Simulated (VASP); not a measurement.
## Ta: single point with PBEsol

Ta:

```
CELL_PARAMETERS angstrom
2.85881 0.00000 0.00000
-1.42940 2.47580 0.00000
0.00000 0.00000 5.11593
ATOMIC_POSITIONS crystal
Ta 0.33333 0.66667 0.25000
Ta 0.66667 0.33333 0.75000
```

```json
{
 "Program": "VASP 6.6.1",
 "Task": "single point",
 "Functional": "PBEsol",
 "Potentials or basis": "VASP PAW PBE potentials, release 64 (Ta_pv)",
 "Cutoff": "520 eV",
 "k mesh": "11 × 11 × 5",
 "Occupations": "fermi-dirac, width 0.05 eV",
 "Spin": "no spin polarisation",
 "Dipole correction": "no",
 "Further INCAR settings": "ALGO = Normal; EDIFF = 1e-07; NBANDS = 18"
}
```

```yaml
Pressure: 0.2 GPa
Band_gap_on_the_k_mesh: zero (band 11 reaches 6.74 eV, above the bottom of band 12 at 5.13 eV)
```

Levels at points of the mesh, in eV from the Fermi level:
| k point | band 8 | band 9 | band 10 | band 11 | band 12 | band 13 | band 14 | band 15 |
| --- | --- | --- | --- | --- | --- | --- | --- | --- |
| (0.00, 0.00, 0.00) | -5.07 | -0.68 | -0.05 | 0.58 | 0.58 | 1.16 | 1.16 | 3.10 |

It took 11 s on 1 thread of Intel Xeon 6975P-C, with other jobs on the host, peak memory 0.17 GiB.

Caveat: the PAW data sets were made with another functional, which shifts forces and pressure a little; spin-orbit coupling is left out, which moves the levels of the heavy elements.
